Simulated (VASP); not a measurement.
Input of a VASP 6.6.1 run:

INCAR

```
SYSTEM = HfC
ALGO = Normal
EDIFF = 1E-6
ENCUT = 520
GGA = PE
ISIF = 2
ISMEAR = 0
LASPH = .TRUE.
LCHARG = .FALSE.
LREAL = .FALSE.
LWAVE = .FALSE.
NBANDS = 14
NELM = 100
PREC = Accurate
SIGMA = 0.15
```

File KPOINTS:

```
k-points
0
G
  18 18 18
  0 0 0
```

POSCAR

```
HfC
1.0
    0.0000000000      2.3250000000      2.3250000000
    2.3250000000      0.0000000000      2.3250000000
    2.3250000000      2.3250000000      0.0000000000
Hf C
1 1
Direct
    0.5000000000      0.5000000000      0.5000000000
    0.0000000000      0.0000000000     -0.1368593770
```

Potentials or basis: VASP PAW PBE potentials, release 64 (Hf_pv, C).

Launch:

```bash
$ cat potpaw_PBE.64/Hf_pv/POTCAR potpaw_PBE.64/C/POTCAR > POTCAR
$ mpirun -np 1 vasp_std > vasp.out
```

**Question.** Estimate the band gap on the k mesh.

**Answer.** 0.88 eV, indirect (least direct gap 1.06 eV).

**Question.** Predict the largest force.

**Answer.** 4.129 eV/Å.

**Question.** What does it give for the pressure?

**Answer.** 18.0 GPa.

Forces in eV/Å, atoms in the order of the input:
```
Hf  -2.919 -2.919  0.000
C    2.919  2.919  0.000
```

Caveat: the cell differs from its parent crystal (atom 2 (C) moved by (-0.450, +0.000) A along [1 1 0] and z); spin-orbit coupling is left out, which moves the levels of the heavy elements; forces of over 1 eV/Å act on the atoms, so gaps and moduli don't describe the material at rest. A k mesh can miss the band edges.
